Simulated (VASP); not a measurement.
# Zn2GeN3 (Cmmm) in VASP: further runs

The runs below take Zn2GeN3 through single point, relaxation of cell and atoms, with PBE.

Everything below comes from runs of VASP 6.6.1. Logs are shortened: lines on timing, memory, paths and dates and some standing lists are left out, and cuts for length are marked.

### Step 1. The cell of the first run

The structure is orthorhombic, space group Cmmm (No. 65). The conventional cell has a = 5.106 Å, b = 9.757 Å, c = 3.042 Å, α = 90.00°, β = 90.00°, γ = 90.00°. Zn (site symmetry 2/m) has 6 N at 2.09 to 2.75 Å and 2 Zn at 2.55 Å within 2.8 Å. Within 2.4 Å of Ge (site symmetry mmm) lie 2 N at 1.77 Å. Within 2.4 Å of N (site symmetry m2m) lie 1 Ge at 1.77 Å and 4 Zn at 2.09 Å. Within 3.6 Å of N (site symmetry mmm) lie 4 Zn at 2.75 Å and 4 Ge at 2.97 Å and 14 N at 3.04 to 3.46 Å.

The cell was generated, and may not be a known phase.

### Step 2. Single point, PBE

File INCAR:

```
SYSTEM = Zn2GeN3
PREC = Accurate
ENCUT = 520
EDIFF = 1E-6
ISMEAR = 0
SIGMA = 0.1
LREAL = .FALSE.
LASPH = .TRUE.
NELM = 80
ALGO = Normal
ISIF = 2
LWAVE = .FALSE.
LCHARG = .FALSE.
GGA = PE
NBANDS = 36
```

File KPOINTS:

```
Automatic mesh
0
G
  4 4 6
  0 0 0
```

File POSCAR:

```
Zn2GeN3
1.0
    2.5527856858     -4.8785062386      0.0000000000
    2.5527856858      4.8785062386      0.0000000000
    0.0000000000      0.0000000000      3.0419330697
Zn Ge N
2 1 3
Direct
    0.0000000000      0.5000000000      0.5000000000
    0.5000000000      0.0000000000      0.5000000000
    0.5000000000      0.5000000000      0.0000000000
    0.3181673668      0.6818326332      0.0000000000
    0.6818326332      0.3181673668      0.0000000000
    0.0000000000      0.0000000000      0.5000000000
```

Potentials or basis: VASP PAW PBE potentials, release 64 (Zn, Ge_d, N).

Launch:

```sh
cat potpaw_PBE.64/Zn/POTCAR potpaw_PBE.64/Ge_d/POTCAR potpaw_PBE.64/N/POTCAR > POTCAR
mpirun -np 1 vasp_std > vasp.out
```

OUTCAR:

```text
SYSTEM = Zn2GeN3
   PREC = Accurate
   ENCUT = 520
   EDIFF = 1E-6
   ISMEAR = 0
   LREAL = .FALSE.
   LASPH = .TRUE.
   NELM = 80
   ISIF = 2
   GGA = PE

 ion  position               nearest neighbor table
   1  0.000  0.500  0.500-   4 2.09   5 2.09   4 2.09   5 2.09   2 2.55   2 2.55
   2  0.500  0.000  0.500-   4 2.09   5 2.09   4 2.09   5 2.09   1 2.55   1 2.55
   3  0.500  0.500  0.000-   4 1.77   5 1.77
   4  0.318  0.682  0.000-   3 1.77   2 2.09   1 2.09   1 2.09   2 2.09
   5  0.682  0.318  0.000-   3 1.77   2 2.09   1 2.09   1 2.09   2 2.09
   6  0.000  0.000  0.500-

  LATTYP: Found a base centered orthorhombic cell.
 ALAT       =     5.1055713716
 B/A-ratio  =     1.9110520189
 C/A-ratio  =     0.5958065902

  Lattice vectors:

 A1 = (   2.5527856858,  -4.8785062386,   0.0000000000)
 A2 = (   2.5527856858,   4.8785062386,   0.0000000000)
 A3 = (   0.0000000000,   0.0000000000,   3.0419330697)

Analysis of symmetry for initial positions (statically):
=====================================================================
 Subroutine PRICEL returns:
 Original cell was already a primitive cell.

 Routine SETGRP: Setting up the symmetry group for a
 base centered orthorhombic supercell.

 Subroutine GETGRP returns: Found  8 space group operations
 (whereof  8 operations were pure point group operations)
 out of a pool of  8 trial point group operations.

The static configuration has the point symmetry D_2h.

Analysis of symmetry for dynamics (positions and initial velocities):
=====================================================================
 Subroutine PRICEL returns:
 Original cell was already a primitive cell.

 Routine SETGRP: Setting up the symmetry group for a
 base centered orthorhombic supercell.

 Subroutine GETGRP returns: Found  8 space group operations
 (whereof  8 operations were pure point group operations)
 out of a pool of  8 trial point group operations.

The dynamic configuration has the point symmetry D_2h.

 Subroutine INISYM returns: Found  8 space group operations
 (whereof  8 operations are pure point group operations),
 and found     1 'primitive' translations

----------------------------------------------------------------------------------------

                                     Primitive cell

  volume of cell :      75.7671

  direct lattice vectors                    reciprocal lattice vectors
     2.552785686 -4.878506239  0.000000000     0.195864464 -0.102490389  0.000000000
     2.552785686  4.878506239  0.000000000     0.195864464  0.102490389  0.000000000
     0.000000000  0.000000000  3.041933070     0.000000000  0.000000000  0.328738331

  length of vectors
     5.506045575  5.506045575  3.041933070     0.221059196  0.221059196  0.328738331

  position of ions in fractional coordinates (direct lattice)
     0.000000000  0.500000000  0.500000000
     0.500000000  0.000000000  0.500000000
     0.500000000  0.500000000  0.000000000
     0.318167367  0.681832633  0.000000000
     0.681832633  0.318167367  0.000000000
     0.000000000  0.000000000  0.500000000

  ion indices of the primitive-cell ions
   primitive index   ion index
                 1           1
                 2           2
                 3           3
                 4           4
                 5           5
                 6           6

----------------------------------------------------------------------------------------

 KPOINTS: Automatic mesh

Automatic generation of k-mesh.
 Grid dimensions read from file:
 generate k-points for:    4    4    6

 Generating k-lattice:

  Cartesian coordinates                     Fractional coordinates (reciprocal lattice)
     0.048966116 -0.025622597  0.000000000     0.250000000  0.000000000  0.000000000
     0.048966116  0.025622597  0.000000000     0.000000000  0.250000000  0.000000000
     0.000000000  0.000000000  0.054789722     0.000000000  0.000000000  0.166666667

  Length of vectors
     0.055264799  0.055264799  0.054789722

  Shift w.r.t. Gamma in fractional coordinates (k-lattice)
     0.000000000  0.000000000  0.000000000

 Subroutine IBZKPT returns following result:
 ===========================================

 Found     28 irreducible k-points:

 Following reciprocal coordinates:
            Coordinates               Weight
  0.000000  0.000000  0.000000      1.000000
  0.250000 -0.000000  0.000000      4.000000
  0.500000 -0.000000  0.000000      2.000000
  0.250000  0.250000  0.000000      2.000000
  0.500000  0.250000  0.000000      4.000000
 -0.250000  0.250000  0.000000      2.000000
[... 16 lines left out ...]
  0.250000 -0.000000  0.500000      4.000000
  0.500000 -0.000000  0.500000      2.000000
 [... further k-points ...]
   k-points           NKPTS =     28   k-points in BZ     NKDIM =     28   number of bands    NBANDS=     36
   number of dos      NEDOS =    301   number of ions     NIONS =      6
   total plane-waves  NPLWV =  42336
   dimension x,y,z NGX =    42 NGY =   42 NGZ =   24
   dimension x,y,z NGXF=    84 NGYF=   84 NGZF=   48
   ions per type =               2   1   3
   NGX,Y,Z   is equivalent  to a cutoff of  12.68, 12.68, 13.12 a.u.
   NGXF,Y,Z  is equivalent  to a cutoff of  25.36, 25.36, 26.23 a.u.
 SYSTEM =  Zn2GeN3
   PREC   = accura    normal or accurate (medium, high low for compatibility)
   ISTART =      0    job   : 0-new  1-cont  2-samecut
   ICHARG =      2    charge: 1-file 2-atom 10-const
   ISPIN  =      1    spin polarized calculation?
   LNONCOLLINEAR =      F non collinear calculations
   LSORBIT =      F    spin-orbit coupling
   LASPH  =      T    aspherical Exc in radial PAW
   ENCUT  =  520.0 eV  38.22 Ry    6.18 a.u.  10.24 10.24  5.66*2*pi/ulx,y,z
   NELM   =     80;   NELMIN=  2; NELMDL= -5     # of ELM steps
   EDIFF  = 0.1E-05   stopping-criterion for ELM
   LREAL  =      F    real-space projection
   EDIFFG = 0.1E-04   stopping-criterion for IOM
   NSW    =      0    number of steps for IOM
   IBRION =     -1    ionic relax: 0-MD 1-quasi-New 2-CG
   NFREE  =      0    steps in history (QN), initial steepest desc. (CG)
   ISIF   =      2    stress and relaxation
   ISYM   =      2    0-nonsym 1-usesym 2-fastsym
   POTIM  = 0.5000    time-step for ionic-motion
   TEBEG  =    0.0;   TEEND  =   0.0 temperature during run
   PSTRESS=    0.0 pullay stress
   NELECT =      53.0000    total number of electrons
   NUPDOWN=      -1.0000    fix difference up-down
   EMIN   =  10.00;   EMAX   =-10.00  energy-range for DOS
   EFERMI =   0.00;   METHOD = LEGACY
   ISMEAR =     0;   SIGMA  =   0.10  broadening in eV -4-tet -1-fermi 0-gaus
   EFERMI_NEDOS =   21; number of points for ismear=-14 and -15
   IALGO  =     38    algorithm
   IMIX   =      4    mixing-type and parameters
     AMIX     =   0.40;   BMIX     =  1.00
     AMIX_MAG =   1.60;   BMIX_MAG =  1.00
  volume/ion in A,a.u.               =      12.63        85.22
  Fermi-wavevector in a.u.,A,eV,Ry     =   1.453248  2.746241 28.734561  2.111931
  Thomas-Fermi vector in A             =   2.570537
   LORBIT       =      0    0 simple, 1 ext, 2 COOP (PROOUT), +10 PAW based schemes
   GGA     = PE    functional components
   LHFCALC =     F    Hartree Fock is set to
   AEXX    =    0.0000 exact exchange contribution
   IVDW    =     0    specifies the selected vdW correction
   LEPSILON=     F    determine dielectric tensor
   LRPA    =     F    only Hartree local field effects (RPA)
 non-spin polarized calculation
 Gauss-broadening in eV      SIGMA  =   0.10
  energy-cutoff  :      520.00
  volume of cell :       75.77
 maximum number of plane-waves:      2060
 NGX is ok and might be reduce to    42
   NGX = 21   NGY = 21   NGZ = 11

 number of electron      53.0000017 magnetization

 Free energy of the ion-electron system (eV)
  ---------------------------------------------------
  ext. energy  EPLUGINS =         0.00000000
  ---------------------------------------------------
  free energy    TOTEN  =       -25.69985601 eV

  energy without entropy =      -25.69197919  energy(sigma->0) =      -25.69591760

 E-fermi :   3.3506     XC(G=0): -11.1228

 val. band max:        3.2787161830   @ k =   0.5000  -0.0000   0.3333
 cond. band min:       3.3524279067   @ k =  -0.2500   0.2500   0.0000
 fundamental gap:      0.0737117237
 Fermi energy:         3.3505804005

 k-point     1 :       0.0000    0.0000    0.0000
  band No.  band energies     occupation
      1     -22.0181      2.00000
      2     -21.9716      2.00000
      3     -21.9403      2.00000
      4     -21.7640      2.00000
      5     -21.7590      2.00000
      6     -13.1055      2.00000
[... 28 lines left out ...]
     35      11.6847      0.00000
     36      14.2617      0.00000

 k-point     2 :       0.2500   -0.0000    0.0000
  band No.  band energies     occupation
      1     -22.0176      2.00000
      2     -21.9712      2.00000
      3     -21.9404      2.00000
      4     -21.7639      2.00000
      5     -21.7589      2.00000
      6     -12.9227      2.00000
[... 28 lines left out ...]
     35      12.6436      0.00000
     36      12.8804      0.00000

 k-point     3 :       0.5000   -0.0000    0.0000
  band No.  band energies     occupation
      1     -22.0171      2.00000
      2     -21.9707      2.00000
      3     -21.9404      2.00000
      4     -21.7639      2.00000
      5     -21.7588      2.00000
      6     -12.6077      2.00000
[... 28 lines left out ...]
     35      13.0132      0.00000
     36      14.2016      0.00000
[... 742 lines left out ...]
 k-point    23 :       0.2500   -0.0000    0.5000
  band No.  band energies     occupation
      1     -21.9807      2.00000
      2     -21.9648      2.00000
      3     -21.9316      2.00000
      4     -21.7920      2.00000
      5     -21.7559      2.00000
      6     -11.7656      2.00000
[... 28 lines left out ...]
     35      12.7542      0.00000
     36      13.2081      0.00000

 k-point    24 :       0.5000   -0.0000    0.5000
  band No.  band energies     occupation
      1     -21.9805      2.00000
      2     -21.9649      2.00000
      3     -21.9315      2.00000
      4     -21.7921      2.00000
      5     -21.7558      2.00000
      6     -11.6775      2.00000
[... 28 lines left out ...]
     35      13.0272      0.00000
     36      13.5036      0.00000

 [... further k-points ...]

------------------------ aborting loop because EDIFF is reached ----------------------------------------

  FORCE on cell =-STRESS in cart. coord.  units (eV):
  Direction    XX          YY          ZZ          XY          YZ          ZX
  --------------------------------------------------------------------------------------
  -------------------------------------------------------------------------------------
  Total        0.3797016     -0.3063388      0.4003429     -0.0000000      0.0000000      0.0000000
  in kB        8.0291969     -6.4778630      8.4656805     -0.0000000      0.0000000      0.0000000
  external PRESSURE =       3.3390048 kB  Pullay stress =       0.0000000 kB

 VOLUME and BASIS-vectors are now :
 -----------------------------------------------------------------------------
  energy-cutoff  :      520.00
  volume of cell :       75.77
      direct lattice vectors                 reciprocal lattice vectors
     2.552785686 -4.878506239  0.000000000     0.195864464 -0.102490389  0.000000000
     2.552785686  4.878506239  0.000000000     0.195864464  0.102490389  0.000000000
     0.000000000  0.000000000  3.041933070     0.000000000  0.000000000  0.328738331

 POSITION                                       TOTAL-FORCE (eV/Angst)
 -----------------------------------------------------------------------------------
      1.27639      2.43925      1.52097         0.000000      0.000000     -0.000000
      1.27639     -2.43925      1.52097         0.000000      0.000000     -0.000000
      2.55279      0.00000      0.00000        -0.000000      0.000000     -0.000000
      2.55279      1.77414      0.00000         0.000000     -0.120663      0.000000
      2.55279     -1.77414      0.00000         0.000000      0.120663     -0.000000
      0.00000      0.00000      1.52097         0.000000      0.000000     -0.000000
 -----------------------------------------------------------------------------------
    total drift:                                0.000000      0.000000     -0.000000

  FREE ENERGIE OF THE ION-ELECTRON SYSTEM (eV)
  ---------------------------------------------------
  free  energy   TOTEN  =       -25.6998560104 eV

  energy  without entropy=      -25.6919791929  energy(sigma->0) =      -25.69591760
```

Run time: 2.3 min. Hardware: 1 thread of Oxide Virtual Turin-like, shared host; peak memory 0.2 GiB.

What came out:

```
Free energy            : -25.6999 eV
Pressure               : 0.3 GPa
Largest force          : 0.121 eV/Å
Band gap on the k mesh : zero (an odd number of electrons rules out a gap without spin polarisation)
```

Forces in eV/Å, atoms in the order of the input:
```
Zn   0.000  0.000  0.000
Zn   0.000  0.000  0.000
Ge   0.000  0.000  0.000
N    0.000 -0.121  0.000
N    0.000  0.121  0.000
N    0.000  0.000  0.000
```

### Step 3. Relaxation of cell and atoms, PBE

This run uses another cell than the first one, of 12.90 Å³/atom.

File INCAR:

```
SYSTEM = Zn2GeN3
  PREC = Accurate
  ENCUT = 600
  EDIFF = 1E-6
  ISMEAR = 0
  SIGMA = 0.1
  LREAL = .False.
  LASPH = .True.
  NELM = 100
  ALGO = Normal
  ISIF = 3
  LWAVE = .False.
  LCHARG = .False.
  GGA = PE
  IBRION = 2
  NSW = 90
  EDIFFG = -0.04
```

File KPOINTS:

```
Automatic mesh
0
Gamma
  4 4 4
  0 0 0
```

File POSCAR:

```
Zn2GeN3
1.0
    2.4551790600     -4.1059746400      0.0000000000
    2.4551790600      4.1059746400      0.0000000000
    0.0000000000      0.0000000000      3.8389938700
Zn Ge N
2 1 3
Direct
    0.0000000000      0.5000000000      0.5000000000
    0.5000000000      0.0000000000      0.5000000000
    0.5000000000      0.5000000000      0.0000000000
    0.1610669000      0.8389331000      0.0000000000
    0.8389331000      0.1610669000      0.0000000000
    0.0000000000      0.0000000000      0.5000000000
```

Potentials or basis: VASP PAW PBE potentials, release 64 (Zn, Ge_d, N).

Launch:

```sh
cat potpaw_PBE.64/Zn/POTCAR potpaw_PBE.64/Ge_d/POTCAR potpaw_PBE.64/N/POTCAR > POTCAR
mpirun -np 1 vasp_std > vasp.out
```

Wall time 42 min (1 thread of Oxide Virtual Turin-like, shared host); peak memory 0.23 GiB.

The run converged. Its results:

* Free energy: -25.6284 eV
* Relaxed volume: 12.60 Å³/atom
* Relaxed cell: a = 5.465 Å, b = 5.465 Å, c = 3.089 Å, α = 90.00°, β = 90.00°, γ = 124.93°
* Space group after relaxing (to 0.1 Å): Cmmm (No. 65)
* Energy gained by relaxing: 701.1 meV/atom
* Ionic steps: 37
* Pressure after relaxing: 0.1 GPa
* Largest force after relaxing: 0.019 eV/Å
* Band gap on the k mesh: zero (an odd number of electrons rules out a gap without spin polarisation)

Forces in eV/Å, atoms in the order of the input:
```
Zn   0.000  0.000  0.000
Zn   0.000  0.000  0.000
Ge   0.000  0.000  0.000
N    0.000  0.019  0.000
N    0.000 -0.019  0.000
N    0.000  0.000  0.000
```

Stress tensor (GPa, compression positive):
```
 0.04  0.00  0.00
 0.00  0.30  0.00
 0.00  0.00 -0.13
```

Step by step:
| step | energy change (eV) | largest force (eV/Å) | pressure (GPa) | volume (Å³) |
| --- | --- | --- | --- | --- |
| 1 | 0.0000 | 0.3832 | -10.17 | 77.40 |
| 2 | -0.6811 | 0.5991 | 1.35 | 68.47 |
| 3 | -0.7268 | 0.6589 | 5.83 | 66.29 |
| 4 | -1.1151 | 0.6425 | 4.79 | 66.88 |
| 5 | -1.4271 | 0.4049 | 5.51 | 67.15 |
| 6 | -0.9878 | 0.7189 | 15.73 | 65.87 |
| 7 | -1.5183 | 0.0481 | 7.77 | 66.98 |
| 8 | -1.5578 | 0.4231 | -7.38 | 75.62 |
| 9 | -1.6455 | 0.3011 | -1.45 | 71.52 |
| 10 | -1.7322 | 0.4509 | -1.80 | 71.37 |
| 11 | -2.0178 | 0.6200 | -2.24 | 70.53 |
| 12 | -1.6611 | 0.2992 | 7.40 | 67.05 |
| 13 | -2.0839 | 0.7365 | -1.96 | 69.95 |
| 14 | -2.1124 | 0.7193 | -0.73 | 69.21 |
| 15 | -2.1662 | 0.4440 | 1.32 | 68.51 |
| 16 | -2.1693 | 0.3617 | 2.17 | 68.32 |
| 17 | -2.3154 | 0.5595 | 1.06 | 69.56 |
| 18 | -2.8404 | 1.1879 | -0.92 | 73.07 |
| 19 | -2.9177 | 3.8269 | 5.87 | 79.03 |
| 20 | -3.1954 | 0.8190 | -0.65 | 75.12 |
| 21 | -3.1992 | 1.9762 | 3.25 | 78.02 |
| 22 | -3.3015 | 0.1184 | 0.33 | 76.29 |
| 23 | -3.3121 | 0.2776 | 0.89 | 76.73 |
| 24 | -3.4537 | 0.2725 | -2.38 | 78.64 |
| 25 | -3.5034 | 0.6975 | -5.13 | 80.63 |
| 26 | -3.6841 | 0.3339 | -3.27 | 79.18 |
| 27 | -3.8802 | 1.7691 | 5.45 | 74.14 |
| 28 | -3.9431 | 1.5481 | 5.07 | 73.95 |
| 29 | -3.9996 | 1.2234 | 4.75 | 73.16 |
| 30 | -4.0576 | 0.8293 | 3.23 | 73.83 |
| 31 | -4.1364 | 0.1803 | -1.06 | 75.86 |
| 32 | -4.1372 | 0.2766 | -1.42 | 76.08 |
| 33 | -4.1575 | 0.2210 | -1.19 | 75.98 |
| 34 | -4.1963 | 0.0178 | -0.23 | 75.65 |
| 35 | -4.1794 | 0.4594 | 2.16 | 74.86 |
| 36 | -4.2046 | 0.1583 | 0.60 | 75.37 |
| 37 | -4.2067 | 0.0191 | 0.07 | 75.62 |

Final structure:
```
CELL_PARAMETERS angstrom
2.52650 -4.84567 0.00000
2.52650 4.84567 0.00000
0.00000 0.00000 3.08854
ATOMIC_POSITIONS crystal
Zn 0.00000 0.50000 0.50000
Zn 0.50000 0.00000 0.50000
Ge 0.50000 0.50000 0.00000
N 0.31720 0.68280 0.00000
N 0.68280 0.31720 0.00000
N 0.00000 0.00000 0.50000
```

Levels at points of the mesh, in eV from the Fermi level:
| k point | band 24 | band 25 | band 26 | band 27 | band 28 | band 29 |
| --- | --- | --- | --- | --- | --- | --- |
| (0.00, 0.00, 0.00) | -0.77 | -0.22 | -0.21 | 0.26 | 1.20 | 4.59 |
| (0.50, 0.00, 0.00) | -0.98 | -0.88 | -0.31 | 1.19 | 2.29 | 2.49 |
| (0.50, 0.50, 0.00) | -0.76 | -0.74 | -0.34 | 0.56 | 1.20 | 4.14 |
| (0.00, 0.00, 0.50) | -1.49 | -1.08 | -1.06 | -0.75 | -0.33 | 3.24 |
| (0.50, 0.00, 0.50) | -2.01 | -1.53 | -0.58 | -0.12 | 1.84 | 2.89 |
| (0.50, 0.50, 0.50) | -0.81 | -0.79 | -0.09 | 0.07 | 0.37 | 3.40 |

Caveat: the k points lie up to 0.51 Å⁻¹ apart in the final cell, too coarse for converged energies and pressures of a metal; a cell axis changed by over 15 % at a fixed basis, so the end point is rough.

(Continued in part 2 of 2.)

The gap in the log of VASP goes by the Fermi energy; the results here count the filled bands.